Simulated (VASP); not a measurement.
# Mo3H in VASP: a series of runs, part 2 of 2

VASP 6.6.1.

## (4) Single point, PBE

This run uses another cell than the first one: it holds 4 atoms, not 8.

INCAR reads:

```
SYSTEM = Mo3H
ALGO = Normal
EDIFF = 1E-7
ENCUT = 520
GGA = PE
ISIF = 2
ISMEAR = 0
LASPH = .TRUE.
LCHARG = .FALSE.
LREAL = .FALSE.
LWAVE = .FALSE.
NBANDS = 30
NELM = 100
PREC = Accurate
SIGMA = 0.1
```

KPOINTS reads:

```
k-points
0
G
  14 14 6
  0 0 0
```

POSCAR reads:

```
Mo3H
1.0
    2.2879212757     -1.5673944628     -0.0110372328
    2.2879212757      1.5673944628     -0.0110372328
   -1.4997202088      0.0000000000      6.9435621307
H Mo
1 3
Direct
    0.0000000000      0.0000000000      0.5000000000
    0.4006758647      0.4006758647      0.6830037566
    0.5993241353      0.5993241353      0.3169962434
    0.0000000000      0.0000000000      0.0000000000
```

Potentials or basis: VASP PAW PBE potentials, release 64 (H, Mo_sv).

Run with:

```
$ cat potpaw_PBE.64/H/POTCAR potpaw_PBE.64/Mo_sv/POTCAR > POTCAR
$ mpirun -np 1 vasp_std > vasp.out
```

OUTCAR:

```text
SYSTEM = Mo3H
   EDIFF = 1E-7
   ENCUT = 520
   GGA = PE
   ISIF = 2
   ISMEAR = 0
   LASPH = .TRUE.
   LREAL = .FALSE.
   NELM = 100
   PREC = Accurate

 ion  position               nearest neighbor table
   1  0.000  0.000  0.500-   2 2.01   3 2.01   3 2.15   3 2.15   2 2.15   2 2.15
   2  0.401  0.401  0.683-   1 2.01   1 2.15   1 2.15   4 2.70   4 2.70   3 2.93   3 3.09   3 3.09
                             4 3.15   4 3.20
   3  0.599  0.599  0.317-   1 2.01   1 2.15   1 2.15   4 2.70   4 2.70   2 2.93   2 3.09   2 3.09
                             4 3.15   4 3.20
   4  0.000  0.000  0.000-   3 2.70   3 2.70   2 2.70   2 2.70   3 3.15   2 3.15   3 3.20   2 3.20

  LATTYP: Found a base centered monoclinic cell.
 ALAT       =     4.5758957962
 B/A-ratio  =     0.6850656276
 C/A-ratio  =     1.5524121465
 COS(beta)  =    -0.2158317719

  Lattice vectors:

 A1 = (   2.2879212757,  -1.5673944628,  -0.0110372328)
 A2 = (   2.2879212757,   1.5673944628,  -0.0110372328)
 A3 = (  -1.4997202088,   0.0000000000,   6.9435621307)

Analysis of symmetry for initial positions (statically):
=====================================================================
[... 178 lines left out ...]

 val. band max:       12.0933665351   @ k =  -0.3571   0.3571   0.3333
 cond. band min:      12.0967128420   @ k =   0.1429   0.0714   0.5000
 fundamental gap:      0.0033463069
 Fermi energy:        12.0934435796

 k-point     1 :       0.0000    0.0000    0.0000
  band No.  band energies     occupation
      1     -49.1770      2.00000
      2     -49.0638      2.00000
      3     -48.9504      2.00000
      4     -23.5818      2.00000
      5     -23.4211      2.00000
      6     -22.8888      2.00000
[... 781 lines left out ...]
     29      15.5069      0.00000
     30      17.1135      0.00000

 [... further k-points ...]

------------------------ aborting loop because EDIFF is reached ----------------------------------------

  FORCE on cell =-STRESS in cart. coord.  units (eV):
  Direction    XX          YY          ZZ          XY          YZ          ZX
  --------------------------------------------------------------------------------------
  -------------------------------------------------------------------------------------
  Total        0.1305799      0.1352347      0.1352902      0.0000000      0.0000000     -0.0007599
  in kB        4.2054064      4.3553179      4.3571028      0.0000000      0.0000000     -0.0244719
  external PRESSURE =       4.3059424 kB  Pullay stress =       0.0000000 kB

 VOLUME and BASIS-vectors are now :
 -----------------------------------------------------------------------------
  energy-cutoff  :      520.00
  volume of cell :       49.75
      direct lattice vectors                 reciprocal lattice vectors
     2.287921276 -1.567394463 -0.011037233     0.218766932 -0.319000744  0.047250847
     2.287921276  1.567394463 -0.011037233     0.218766932  0.319000744  0.047250847
    -1.499720209  0.000000000  6.943562131     0.000695488  0.000000000  0.144168514

 POSITION                                       TOTAL-FORCE (eV/Angst)
 -----------------------------------------------------------------------------------
     -0.74986      0.00000      3.47178         0.000000      0.000000      0.000000
      0.80912      0.00000      4.73363        -0.000157      0.000000     -0.004555
      2.26701      0.00000      2.18785         0.000157      0.000000      0.004555
      0.00000      0.00000      0.00000         0.000000      0.000000      0.000000
 -----------------------------------------------------------------------------------
    total drift:                               -0.000000      0.000000     -0.000000

  FREE ENERGIE OF THE ION-ELECTRON SYSTEM (eV)
  ---------------------------------------------------
  free  energy   TOTEN  =       -35.8148599836 eV

  energy  without entropy=      -35.7990448002  energy(sigma->0) =      -35.80695239
```

OSZICAR:

```text
N       E                     dE             d eps       ncg     rms          rms(c)
DAV:   1     0.466017894624E+03    0.46602E+03   -0.25524E+04 19448   0.148E+03
DAV:   2    -0.252834561012E+02   -0.49130E+03   -0.47747E+03 21612   0.471E+02
DAV:   3    -0.380055195694E+02   -0.12722E+02   -0.12286E+02 23242   0.750E+01
DAV:   4    -0.381387143938E+02   -0.13319E+00   -0.13284E+00 20796   0.694E+00
DAV:   5    -0.381397420325E+02   -0.10276E-02   -0.10276E-02 22460   0.635E-01    0.262E+01
DAV:   6    -0.361057236768E+02    0.20340E+01   -0.48538E+00 21028   0.157E+01    0.709E+00
DAV:   7    -0.361431554427E+02   -0.37432E-01   -0.26463E+00 21816   0.109E+01    0.405E+00
DAV:   8    -0.358238743221E+02    0.31928E+00   -0.14691E+00 20766   0.653E+00    0.140E+00
DAV:   9    -0.358154102943E+02    0.84640E-02   -0.37145E-02 20902   0.153E+00    0.474E-01
DAV:  10    -0.358148711992E+02    0.53910E-03   -0.36320E-03 22472   0.490E-01    0.130E-01
DAV:  11    -0.358148611981E+02    0.10001E-04   -0.31219E-04 23606   0.127E-01    0.633E-02
DAV:  12    -0.358148608892E+02    0.30887E-06   -0.30968E-05 20770   0.533E-02    0.222E-02
DAV:  13    -0.358148602326E+02    0.65655E-06   -0.54929E-06 20736   0.177E-02    0.406E-03
DAV:  14    -0.358148599824E+02    0.25022E-06   -0.17281E-07 14360   0.340E-03    0.163E-03
DAV:  15    -0.358148599836E+02   -0.11523E-08   -0.20751E-08 10248   0.127E-03
   1 F= -.35814860E+02 E0= -.35806952E+02  d E =-.158152E-01
```

stdout:

```text
POSCAR found type information on POSCAR H Mo
 POSCAR found :  2 types and       4 ions
 scaLAPACK will be used
 LDA part: xc-table for (Slater+PW92), standard interpolation
 POSCAR, INCAR and KPOINTS ok, starting setup
 FFT: planning ... GRIDC
 FFT: planning ... GRID_SOFT
 FFT: planning ... GRID
 WAVECAR not read
 entering main loop
```

Run time: 9.9 min. Hardware: 1 thread of Intel Xeon 8259CL, shared host; peak memory 0.47 GiB.

What came out:

* Free energy: -35.8149 eV
* Pressure: 0.4 GPa
* Largest force: 0.005 eV/Å
* Band gap on the k mesh: zero (an odd number of electrons rules out a gap without spin polarisation)

Forces on the atoms (eV/Å):
```
H    0.000  0.000  0.000
Mo   0.000  0.000 -0.005
Mo   0.000  0.000  0.005
Mo   0.000  0.000  0.000
```

## (5) The runs side by side

| cell | k mesh | smearing | gap on the mesh (eV) | pressure (GPa) | largest force (eV/Å) |
| --- | --- | --- | --- | --- | --- |
| a = 2.773, b = 5.229, c = 7.104 Å, angles 95.4, 100.3, 98.5°, 8 atoms, atomic positions A | 8 × 4 × 4 | gaussian 0.2 eV | none | 0.4 | 0.04 |
| a = 2.783, b = 5.231, c = 7.086 Å, angles 95.5, 100.3, 98.8°, 8 atoms, atomic positions B | 8 × 4 × 4 | gaussian 0.2 eV | none | 0.4 | 0.02 |
| a = 2.773, b = 2.773, c = 7.104 Å, angles 100.3, 100.3, 68.8°, 4 atoms, atomic positions C | 14 × 14 × 6 | gaussian 0.1 eV | none | 0.4 | - |

Alike in all rows: task single point; level PBE; potentials or basis VASP PAW PBE potentials, release 64 (H, Mo_sv); no spin polarisation; cutoff (eV) 520.

Absolute energies hang on the potentials; compare differences alone.
